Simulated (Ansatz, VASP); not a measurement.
## One calculation of Al2Ru, two programs

The input INCAR:

```
SYSTEM = Al2Ru
  PREC = Accurate
  ENCUT = 520
  EDIFF = 1E-7
  ISMEAR = 0
  SIGMA = 0.01
  LREAL = .FALSE.
  LASPH = .TRUE.
  NELM = 60
  ALGO = Normal
  ISIF = 2
  LWAVE = .FALSE.
  LCHARG = .FALSE.
  GGA = PS
  NBANDS = 29
```

File KPOINTS:

```
Automatic mesh
0
G
  10 10 10
  0 0 0
```

Contents of POSCAR:

```
Al2Ru
1.0
    0.0000000000      3.7997209006      4.2238096073
    2.2548867110      0.0000000000      4.2238096073
    2.2548867110      3.7997209006      0.0000000000
Al Ru
4 2
Direct
    0.0804979299      0.4195020701      0.0804979299
    0.4195020701      0.0804979299      0.4195020701
    0.1695020701      0.8304979299      0.1695020701
    0.8304979299      0.1695020701      0.8304979299
    0.7500000000      0.7500000000      0.7500000000
    0.5000000000      0.5000000000      0.5000000000
```

Input for Ansatz:

```yaml
crystal:
  lattice:
    - [0.0, 3.7997209006, 4.2238096073]
    - [2.254886711, 0.0, 4.2238096073]
    - [2.254886711, 3.7997209006, 0.0]
  atoms:
    - { symbol: Al, position: [0.0804979299, 0.4195020701, 0.0804979299] }
    - { symbol: Al, position: [0.4195020701, 0.0804979299, 0.4195020701] }
    - { symbol: Al, position: [0.1695020701, 0.8304979299, 0.1695020701] }
    - { symbol: Al, position: [0.8304979299, 0.1695020701, 0.8304979299] }
    - { symbol: Ru, position: [0.75, 0.75, 0.75] }
    - { symbol: Ru, position: [0.5, 0.5, 0.5] }
basis:
  ecutwfc: 420
kpoints:
  mp_grid: { grid: [10, 10, 10] }
  band_path: { path: [VBM, CBM], npoints: 2 }
hamiltonian:
  xc: pbesol
scf:
  occupations: { method: gaussian, width: 0.01 }
output:
  forces: true
  stress: true
  eigenvalues: true
checkpoint:
  read: start.run
  write: ck
  compress: false
  write_wavefunctions: false
  write_every: 100000
```

Alike in both runs: task single point; functional PBEsol; k mesh 10 × 10 × 10; occupations gaussian, width 0.01 eV; no spin polarisation.

|  | VASP | Ansatz |
| --- | --- | --- |
| version | VASP 6.6.1 | Ansatz 0.2.0 |
| potentials or method | VASP PAW PBE potentials, release 64 (Al, Ru_pv), cutoff 520 eV | scalar-relativistic, plane waves, PAW |
| valence electrons in the cell | 40 | 44 |

|  | VASP | Ansatz | Ansatz less VASP |
| --- | --- | --- | --- |
| gap on the k mesh at the Fermi level (eV) | 0.13 | 0.13 | -0.002 |
| least direct gap on the mesh (eV) | 1.46 | 1.46 | 0.000 |
| rms of the force components (eV/Å) | 0.003 | 0.003 | -0.0004 |

VASP's potentials were made for PBE, not for PBEsol. Atom by atom the forces differ by 0.000 eV/Å (rms over components). With one functional, cell and mesh, what is left measures potentials, basis and numerics. VASP's potentials hold 40 valence electrons a cell and Ansatz's 44, so a difference there can come from the potentials and not from the codes.
